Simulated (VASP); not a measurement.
**CoSi2: single point with PBE**

The system is CoSi2.

```
Co Si
1.0
     0.00000    2.67994    2.67994
     2.67994    0.00000    2.67994
     2.67994    2.67994    0.00000
Co Si
1 2
Direct
  0.00000 0.00000 0.00000
  0.22172 0.22172 0.22172
  0.77828 0.77828 0.77828
```

This cell differs from its parent crystal: atoms displaced along a vibrational mode.

```json
{"Program": "VASP 6.6.1", "Task": "single point", "Functional": "PBE", "Potentials or basis": "VASP PAW PBE potentials, release 64 (Co, Si)", "Cutoff": "520 eV", "k mesh": "16 × 16 × 16", "Occupations": "gaussian, width 0.15 eV", "Spin": "no spin polarisation"}
```

The pressure is 12.1 GPa, the largest force is 4.059 eV/Å and the band gap on the k mesh is zero (an odd number of electrons rules out a gap without spin polarisation).

Forces on the atoms (eV/Å):
```
Co   0.000  0.000  0.000
Si   2.343  2.343  2.343
Si  -2.343 -2.343 -2.343
```

Stress tensor (GPa, compression positive):
```
12.14 15.87 15.87
15.87 12.14 15.87
15.87 15.87 12.14
```

Levels at points of the mesh, in eV from the Fermi level:
```csv
k point,band 7,band 8,band 9,band 10,band 11,band 12
"(0.00, 0.00, 0.00)",0.54,1.78,2.96,2.96,3.22,3.22
"(0.50, 0.00, 0.00)",-1.43,-1.25,1.15,2.04,2.45,3.91
"(0.50, 0.50, 0.50)",-2.09,-1.65,-1.65,3.51,3.56,3.56
"(0.50, 0.50, 0.00)",-2.03,-1.58,-1.35,1.32,2.69,8.73
```

It took 5.4 min on 1 thread of Intel(R) Xeon(R) Platinum 8375C CPU @ 2.90GHz (Ice Lake), with other jobs on the host, peak memory 0.36 GiB.

Caveat: the cell differs from its parent crystal (atoms displaced along a vibrational mode); the cell stands under pressure; the run has no spin polarisation, though such a crystal can be magnetic; forces of over 1 eV/Å act on the atoms, so gaps and moduli don't describe the material at rest. Spin polarisation is off, so any magnetic state and its effect on volume and gap are missing.
